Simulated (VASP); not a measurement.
# SrCl2 (R-3m) in VASP: further runs

SrCl2 is run at these levels: r2SCAN; tasks: single point.

Everything below comes from runs of VASP 6.6.1. Logs are shortened: lines on timing, memory, paths and dates and some standing lists are left out, and cuts for length are marked.

### 1 The cell of the first run

The structure is trigonal, space group R-3m (No. 166). Conventional cell: a = 4.130 Å, b = 4.130 Å, c = 17.198 Å, α = 90.00°, β = 90.00°, γ = 120.00°. Sr (site symmetry -3m) has 6 Cl at 2.78 Å within 3.7 Å. Within 3.7 Å of Cl (site symmetry 3m) lie 3 Sr at 2.78 Å.

### 2 Single point, r2SCAN

POSCAR

```
SrCl2
1.0
    1.3628735433      4.2833168504      4.2833168504
    4.2833168504      1.3628735433      4.2833168504
    4.2833168504      4.2833168504      1.3628735433
Sr Cl
1 2
Direct
    0.0000000000      0.0000000000      0.0000000000
    0.2500000000      0.2500000000      0.2500000000
    0.7500000000      0.7500000000      0.7500000000
```

INCAR.step1

```
SYSTEM = SrCl2
PREC     = Accurate       ! precision mode
ENCUT    = 520            ! plane-wave cutoff, eV
ISMEAR   = 0              ! smearing method
SIGMA    = 0.05           ! smearing width, eV
LREAL    = .FALSE.        ! projectors in reciprocal space
LASPH    = .TRUE.         ! aspherical terms in the spheres
NELM     = 60             ! most SCF steps
NBANDS   = 19             ! bands
GGA      = PE             ! functional
ALGO     = Normal         ! electronic algorithm
EDIFF    = 1E-4           ! SCF threshold, eV
LWAVE    = .TRUE.         ! write WAVECAR
LCHARG   = .FALSE.        ! write CHGCAR
```

INCAR.step2

```
SYSTEM = SrCl2
PREC     = Accurate       ! precision mode
ENCUT    = 520            ! plane-wave cutoff, eV
EDIFF    = 1E-6           ! SCF threshold, eV
ISMEAR   = 0              ! smearing method
SIGMA    = 0.05           ! smearing width, eV
LREAL    = .FALSE.        ! projectors in reciprocal space
LASPH    = .TRUE.         ! aspherical terms in the spheres
NELM     = 60             ! most SCF steps
ALGO     = Normal         ! electronic algorithm
ISIF     = 2              ! what is computed and relaxed
LWAVE    = .FALSE.        ! write WAVECAR
LCHARG   = .FALSE.        ! write CHGCAR
METAGGA  = R2SCAN         ! meta-GGA
LMIXTAU  = .TRUE.       
NBANDS   = 19             ! bands
ISTART   = 1
```

KPOINTS

```
regular mesh
0
G
  6 6 6
  0 0 0
```

Potentials or basis: VASP PAW PBE potentials, release 64 (Sr_sv, Cl).

Command:

```console
> cat potpaw_PBE.64/Sr_sv/POTCAR potpaw_PBE.64/Cl/POTCAR > POTCAR
> cp INCAR.step1 INCAR
> mpirun -np 1 vasp_std > vasp.out
> cp INCAR.step2 INCAR
> mpirun -np 1 vasp_std > vasp.out
```

OUTCAR:

```text
SYSTEM = SrCl2
   PREC = Accurate
   ENCUT = 520
   EDIFF = 1E-6
   ISMEAR = 0
   LREAL = .FALSE.
   LASPH = .TRUE.
   NELM = 60
   ISIF = 2
   METAGGA = R2SCAN
   ISTART = 1

 ion  position               nearest neighbor table
   1  0.000  0.000  0.000-   3 2.78   2 2.78   3 2.78   3 2.78   2 2.78   2 2.78
   2  0.250  0.250  0.250-   1 2.78   1 2.78   1 2.78
   3  0.750  0.750  0.750-   1 2.78   1 2.78   1 2.78

  LATTYP: Found a trigonal (rhomboedric) cell.
 ALAT       =     6.2089476384
 COS(alpha) =     0.7787610619

  Lattice vectors:

 A1 = (   1.3628735433,   4.2833168504,   4.2833168504)
 A2 = (   4.2833168504,   1.3628735433,   4.2833168504)
 A3 = (   4.2833168504,   4.2833168504,   1.3628735433)

Analysis of symmetry for initial positions (statically):
=====================================================================
 Subroutine PRICEL returns:
 Original cell was already a primitive cell.

 Routine SETGRP: Setting up the symmetry group for a
 trigonal (rhombohedral) supercell.

 Subroutine GETGRP returns: Found 12 space group operations
 (whereof 12 operations were pure point group operations)
 out of a pool of 12 trial point group operations.

The static configuration has the point symmetry D_3d.

Analysis of symmetry for dynamics (positions and initial velocities):
=====================================================================
 Subroutine PRICEL returns:
 Original cell was already a primitive cell.

 Routine SETGRP: Setting up the symmetry group for a
 trigonal (rhombohedral) supercell.

 Subroutine GETGRP returns: Found 12 space group operations
 (whereof 12 operations were pure point group operations)
 out of a pool of 12 trial point group operations.

The dynamic configuration has the point symmetry D_3d.

 Subroutine INISYM returns: Found 12 space group operations
 (whereof 12 operations are pure point group operations),
 and found     1 'primitive' translations

----------------------------------------------------------------------------------------

                                     Primitive cell

  volume of cell :      84.6887

  direct lattice vectors                    reciprocal lattice vectors
     1.362873543  4.283316850  4.283316850    -0.194705869  0.147707900  0.147707900
     4.283316850  1.362873543  4.283316850     0.147707900 -0.194705869  0.147707900
     4.283316850  4.283316850  1.362873543     0.147707900  0.147707900 -0.194705869

  length of vectors
     6.208947638  6.208947638  6.208947638     0.285561942  0.285561942  0.285561942

  position of ions in fractional coordinates (direct lattice)
     0.000000000  0.000000000  0.000000000
     0.250000000  0.250000000  0.250000000
     0.750000000  0.750000000  0.750000000

  ion indices of the primitive-cell ions
   primitive index   ion index
                 1           1
                 2           2
                 3           3

----------------------------------------------------------------------------------------

 KPOINTS: regular mesh

Automatic generation of k-mesh.
 Grid dimensions read from file:
 generate k-points for:    6    6    6

 Generating k-lattice:

  Cartesian coordinates                     Fractional coordinates (reciprocal lattice)
    -0.032450978  0.024617983  0.024617983     0.166666667  0.000000000  0.000000000
     0.024617983 -0.032450978  0.024617983     0.000000000  0.166666667  0.000000000
     0.024617983  0.024617983 -0.032450978     0.000000000  0.000000000  0.166666667

  Length of vectors
     0.047593657  0.047593657  0.047593657

  Shift w.r.t. Gamma in fractional coordinates (k-lattice)
     0.000000000  0.000000000  0.000000000

 Subroutine IBZKPT returns following result:
 ===========================================

 Found     32 irreducible k-points:

 Following reciprocal coordinates:
            Coordinates               Weight
  0.000000  0.000000  0.000000      1.000000
  0.166667 -0.000000 -0.000000      6.000000
  0.333333  0.000000  0.000000      6.000000
  0.500000  0.000000  0.000000      3.000000
  0.166667  0.166667 -0.000000      6.000000
  0.333333  0.166667 -0.000000     12.000000
[... 16 lines left out ...]
  0.500000  0.500000  0.166667      6.000000
 -0.333333  0.500000  0.166667     12.000000
 [... further k-points ...]
   k-points           NKPTS =     32   k-points in BZ     NKDIM =     32   number of bands    NBANDS=     19
   number of dos      NEDOS =    301   number of ions     NIONS =      3
   total plane-waves  NPLWV = 110592
   dimension x,y,z NGX =    48 NGY =   48 NGZ =   48
   dimension x,y,z NGXF=    96 NGYF=   96 NGZF=   96
   ions per type =               1   2
   NGX,Y,Z   is equivalent  to a cutoff of  12.85, 12.85, 12.85 a.u.
   NGXF,Y,Z  is equivalent  to a cutoff of  25.70, 25.70, 25.70 a.u.
 SYSTEM =  SrCl2
   PREC   = accura    normal or accurate (medium, high low for compatibility)
   ISTART =      1    job   : 0-new  1-cont  2-samecut
[... 42 lines left out ...]
 maximum number of plane-waves:      2302
 NGX is ok and might be reduce to    48

 number of electron      24.0000002 magnetization

 Free energy of the ion-electron system (eV)
  ---------------------------------------------------
  ext. energy  EPLUGINS =         0.00000000
  ---------------------------------------------------
  free energy    TOTEN  =       -35.21913503 eV

  energy without entropy =      -35.21913503  energy(sigma->0) =      -35.21913503

 E-fermi :  -0.4248     XC(G=0):  -8.7001

 val. band max:       -0.7311640349   @ k =   0.0000   0.0000   0.0000
 cond. band min:       5.2914852256   @ k =   0.5000   0.5000  -0.0000
 fundamental gap:      6.0226492605
 Fermi energy:        -0.4248466484

 k-point     1 :       0.0000    0.0000    0.0000
  band No.  band energies     occupation
      1     -33.8603      2.00000
      2     -15.8981      2.00000
      3     -15.2565      2.00000
      4     -15.2565      2.00000
      5     -14.3548      2.00000
      6     -13.1858      2.00000
[... 11 lines left out ...]
     18       9.0089      0.00000
     19       9.0089      0.00000

 k-point     2 :       0.1667   -0.0000   -0.0000
  band No.  band energies     occupation
      1     -33.8544      2.00000
      2     -15.8114      2.00000
      3     -15.5996      2.00000
      4     -15.2771      2.00000
      5     -13.9772      2.00000
      6     -13.3321      2.00000
[... 11 lines left out ...]
     18       9.0790      0.00000
     19       9.5551      0.00000

 k-point     3 :       0.3333    0.0000    0.0000
  band No.  band energies     occupation
      1     -33.8425      2.00000
      2     -16.0446      2.00000
      3     -15.5376      2.00000
      4     -15.3178      2.00000
      5     -13.8885      2.00000
      6     -13.2850      2.00000
[... 11 lines left out ...]
     18       9.5276      0.00000
     19      10.0293      0.00000

 k-point     4 :       0.5000    0.0000    0.0000
  band No.  band energies     occupation
      1     -33.8366      2.00000
      2     -16.2009      2.00000
      3     -15.3656      2.00000
      4     -15.3380      2.00000
      5     -14.1022      2.00000
      6     -13.0970      2.00000
[... 11 lines left out ...]
     18       9.6707      0.00000
     19      10.3764      0.00000

 k-point     5 :       0.1667    0.1667   -0.0000
  band No.  band energies     occupation
      1     -33.8544      2.00000
      2     -15.8227      2.00000
      3     -15.5919      2.00000
      4     -15.2773      2.00000
      5     -13.9559      2.00000
      6     -13.3506      2.00000
[... 11 lines left out ...]
     18       8.8933      0.00000
     19       9.7558      0.00000
[... 334 lines left out ...]
      2     -16.0864      2.00000
      3     -15.5858      2.00000
      4     -15.3640      2.00000
      5     -13.8171      2.00000
      6     -13.2500      2.00000
[... 11 lines left out ...]
     18      10.3029      0.00000
     19      10.4596      0.00000

 k-point    22 :      -0.1667    0.3333    0.1667
  band No.  band energies     occupation
      1     -33.8366      2.00000
      2     -16.0961      2.00000
      3     -15.5713      2.00000
      4     -15.3630      2.00000
      5     -13.7787      2.00000
      6     -13.3019      2.00000
[... 11 lines left out ...]
     18       9.9286      0.00000
     19      10.4205      0.00000

 k-point    23 :       0.5000    0.5000    0.1667
  band No.  band energies     occupation
      1     -33.8425      2.00000
      2     -16.0534      2.00000
      3     -15.5488      2.00000
      4     -15.3184      2.00000
      5     -13.8309      2.00000
      6     -13.3164      2.00000
[... 11 lines left out ...]
     18       9.3607      0.00000
     19      10.3042      0.00000

 k-point    24 :      -0.3333    0.5000    0.1667
  band No.  band energies     occupation
      1     -33.8366      2.00000
      2     -16.0917      2.00000
      3     -15.5828      2.00000
      4     -15.3649      2.00000
      5     -13.7938      2.00000
      6     -13.2703      2.00000
[... 11 lines left out ...]
     18       9.9510      0.00000
     19      10.2573      0.00000

 [... further k-points ...]
[... 5 lines left out ...]
  --------------------------------------------------------------------------------------
  -------------------------------------------------------------------------------------
  Total        3.2680241      3.2680241      3.2680241     -0.6767898     -0.6767898     -0.6767898
  in kB       61.8259188     61.8259188     61.8259188    -12.8038076    -12.8038076    -12.8038076
  external PRESSURE =      61.8259188 kB  Pullay stress =       0.0000000 kB

 VOLUME and BASIS-vectors are now :
 -----------------------------------------------------------------------------
  energy-cutoff  :      520.00
  volume of cell :       84.69
      direct lattice vectors                 reciprocal lattice vectors
     1.362873543  4.283316850  4.283316850    -0.194705869  0.147707900  0.147707900
     4.283316850  1.362873543  4.283316850     0.147707900 -0.194705869  0.147707900
     4.283316850  4.283316850  1.362873543     0.147707900  0.147707900 -0.194705869

 POSITION                                       TOTAL-FORCE (eV/Angst)
 -----------------------------------------------------------------------------------
      0.00000      0.00000      0.00000         0.000000     -0.000000     -0.000000
      2.48238      2.48238      2.48238        -0.336876     -0.336876     -0.336876
      7.44713      7.44713      7.44713         0.336876      0.336876      0.336876
 -----------------------------------------------------------------------------------
    total drift:                               -0.000000     -0.000000      0.000000

  FREE ENERGIE OF THE ION-ELECTRON SYSTEM (eV)
  ---------------------------------------------------
  free  energy   TOTEN  =       -35.2191350317 eV

  energy  without entropy=      -35.2191350317  energy(sigma->0) =      -35.21913503
```

Run time: 12 min. Hardware: 1 thread of Intel Xeon 8259CL, shared host; peak memory 0.38 GiB.

What came out:

```yaml
Free_energy: -35.2191 eV
Pressure: 6.2 GPa
Largest_force: 0.583 eV/Å
Band_gap_on_the_k_mesh: 6.02 eV, indirect (least direct gap 6.44 eV)
```

Forces on the atoms (eV/Å):
```
Sr   0.000  0.000  0.000
Cl  -0.337 -0.337 -0.337
Cl   0.337  0.337  0.337
```

Levels at points of the mesh, in eV from the valence-band top:
```tsv
k point	band 10	band 11	band 12	band 13	band 14	band 15
(0.00, 0.00, 0.00)	-0.36	-0.36	0.00	6.58	7.36	7.36
(0.50, 0.00, 0.00)	-1.28	-0.72	-0.62	6.62	8.82	9.31
(0.50, 0.50, 0.00)	-0.90	-0.55	-0.42	6.02	8.49	8.85
(0.50, 0.50, 0.50)	-1.10	-0.52	-0.52	7.33	7.52	7.52
```

Caveat: the PAW data sets were made with another functional, which shifts forces and pressure a little. A k mesh can miss the band edges.

### 3 Single point, r2SCAN

This run uses another cell than the first one, of the same volume but with other edges.

POSCAR

```
SrCl2
1.0
   -0.1666393458      3.4042037775      3.4042037775
    3.4042037775     -0.1666393458      3.4042037775
    3.4042037775      3.4042037775     -0.1666393458
Sr Cl
1 2
Direct
    0.0000000000      0.0000000000      0.0000000000
    0.2500000000      0.2500000000      0.2500000000
    0.7500000000      0.7500000000      0.7500000000
```

INCAR.step1

```
PREC = Accurate ; ENCUT = 520
ISMEAR = 0 ; SIGMA = 0.05
LREAL = False ; LASPH = True
NELM = 60 ; NBANDS = 19
GGA = PE ; ALGO = Normal
EDIFF = 1E-4 ; LWAVE = True
LCHARG = False
```

INCAR.step2

```
PREC = Accurate ; ENCUT = 520
EDIFF = 1E-6 ; ISMEAR = 0
SIGMA = 0.05 ; LREAL = False
LASPH = True ; NELM = 60
ALGO = Normal ; ISIF = 2
LWAVE = False ; LCHARG = False
METAGGA = R2SCAN ; LMIXTAU = True
NBANDS = 19 ; ISTART = 1
```

KPOINTS

```
regular mesh
0
Gamma
  6 6 6
```

Potentials or basis: VASP PAW PBE potentials, release 64 (Sr_sv, Cl).

Command:

```console
> cat potpaw_PBE.64/Sr_sv/POTCAR potpaw_PBE.64/Cl/POTCAR > POTCAR
> cp INCAR.step1 INCAR
> mpirun -np 1 vasp_std > vasp.out
> cp INCAR.step2 INCAR
> mpirun -np 1 vasp_std > vasp.out
```

It took 4.2 min on 1 thread of Intel Xeon 8259CL, shared host; peak memory 0.24 GiB.

The run converged. Its results:

* Free energy: -35.6575 eV
* Pressure: 0.8 GPa
* Largest force: 0.311 eV/Å
* Band gap on the k mesh: 5.98 eV, indirect (least direct gap 6.02 eV)

Forces on the atoms (eV/Å):
```
Sr   0.000  0.000  0.000
Cl   0.179  0.179  0.179
Cl  -0.179 -0.179 -0.179
```

Stress tensor (GPa, compression positive):
```
0.75 1.08 1.08
1.08 0.75 1.08
1.08 1.08 0.75
```

Levels at points of the mesh, in eV from the valence-band top:
```tsv
k point	band 10	band 11	band 12	band 13	band 14	band 15
(0.00, 0.00, 0.00)	-0.39	-0.31	-0.31	5.98	6.71	6.71
(0.50, 0.00, 0.00)	-1.35	-1.07	-1.00	7.14	7.44	8.21
(0.50, 0.50, 0.00)	-0.52	-0.29	0.00	6.02	7.74	8.25
(0.50, 0.50, 0.50)	-1.30	-1.10	-1.10	7.42	7.42	8.28
```

Caveat: the PAW data sets were made with another functional, which shifts forces and pressure a little. A k mesh can miss the band edges.

### 4 Single point, r2SCAN

This run uses another cell than the first one, of the same volume but with other edges.

POSCAR

```
SrCl2
1.0
    0.1811851347      3.5784064102      3.5784064102
    3.5784064102      0.1811851347      3.5784064102
    3.5784064102      3.5784064102      0.1811851347
Sr Cl
1 2
Direct
    0.0000000000      0.0000000000      0.0000000000
    0.2500000000      0.2500000000      0.2500000000
    0.7500000000      0.7500000000      0.7500000000
```

INCAR.step1

```
SYSTEM = SrCl2
PREC     = Accurate       ! precision mode
ENCUT    = 520            ! plane-wave cutoff, eV
ISMEAR   = 0              ! smearing method
SIGMA    = 0.05           ! smearing width, eV
LREAL    = .FALSE.        ! projectors in reciprocal space
LASPH    = .TRUE.         ! aspherical terms in the spheres
NELM     = 60             ! most SCF steps
NBANDS   = 19             ! bands
GGA      = PE             ! functional
ALGO     = Normal         ! electronic algorithm
EDIFF    = 1E-4           ! SCF threshold, eV
LWAVE    = .TRUE.         ! write WAVECAR
LCHARG   = .FALSE.        ! write CHGCAR
```

INCAR.step2

```
SYSTEM = SrCl2
PREC     = Accurate       ! precision mode
ENCUT    = 520            ! plane-wave cutoff, eV
EDIFF    = 1E-6           ! SCF threshold, eV
ISMEAR   = 0              ! smearing method
SIGMA    = 0.05           ! smearing width, eV
LREAL    = .FALSE.        ! projectors in reciprocal space
LASPH    = .TRUE.         ! aspherical terms in the spheres
NELM     = 60             ! most SCF steps
ALGO     = Normal         ! electronic algorithm
ISIF     = 2              ! what is computed and relaxed
LWAVE    = .FALSE.        ! write WAVECAR
LCHARG   = .FALSE.        ! write CHGCAR
METAGGA  = R2SCAN         ! meta-GGA
LMIXTAU  = .TRUE.       
NBANDS   = 19             ! bands
ISTART   = 1
```

KPOINTS

```
regular mesh
0
G
  6 6 6
  0 0 0
```

Command:

```console
> cat potpaw_PBE.64/Sr_sv/POTCAR potpaw_PBE.64/Cl/POTCAR > POTCAR
> cp INCAR.step1 INCAR
> mpirun -np 1 vasp_std > vasp.out
> cp INCAR.step2 INCAR
> mpirun -np 1 vasp_std > vasp.out
```

Wall time 5.7 min (1 thread of Intel Xeon 8259CL, shared host); peak memory 0.28 GiB.

Results (log left out):

```yaml
Free_energy: -35.6676 eV
Pressure: 0.7 GPa
Largest_force: 0.185 eV/Å
Band_gap_on_the_k_mesh: 5.99 eV, indirect (least direct gap 6.02 eV)
```

Forces on the atoms (eV/Å):
```
Sr   0.000  0.000  0.000
Cl  -0.107 -0.107 -0.107
Cl   0.107  0.107  0.107
```

Stress tensor (GPa, compression positive):
```
 0.72 -0.60 -0.60
-0.60  0.72 -0.60
-0.60 -0.60  0.72
```

Levels at points of the mesh, in eV from the valence-band top:
```csv
k point,band 10,band 11,band 12,band 13,band 14,band 15
"(0.00, 0.00, 0.00)",-0.38,-0.38,-0.25,5.99,6.72,6.72
"(0.50, 0.00, 0.00)",-1.34,-1.08,-1.04,7.21,7.52,8.28
"(0.50, 0.50, 0.00)",-0.52,-0.29,0.00,6.02,7.71,8.27
"(0.50, 0.50, 0.50)",-1.34,-1.01,-1.01,7.23,7.23,8.00
```

Caveat: the PAW data sets were made with another functional, which shifts forces and pressure a little.

### 5 Summary

| cell | gap on the mesh (eV) | pressure (GPa) | largest force (eV/Å) |
| --- | --- | --- | --- |
| a = 6.209 Å, angles 38.9°, 3 atoms | 6.02 | 6.2 | 0.58 |
| a = 4.817 Å, angles 63.2°, 3 atoms | 5.98 | 0.8 | 0.31 |
| a = 5.064 Å, angles 56.6°, 3 atoms | 5.99 | 0.7 | 0.18 |

Alike in all rows: task single point; level r2SCAN; potentials or basis VASP PAW PBE potentials, release 64 (Sr_sv, Cl); no spin polarisation; k mesh 6 × 6 × 6; cutoff (eV) 520; smearing gaussian 0.05 eV.

Caveats: the PAW data sets were made with another functional, which shifts forces and pressure a little.

Total energies depend on the potentials used, so only differences within one code and one set of settings carry meaning.
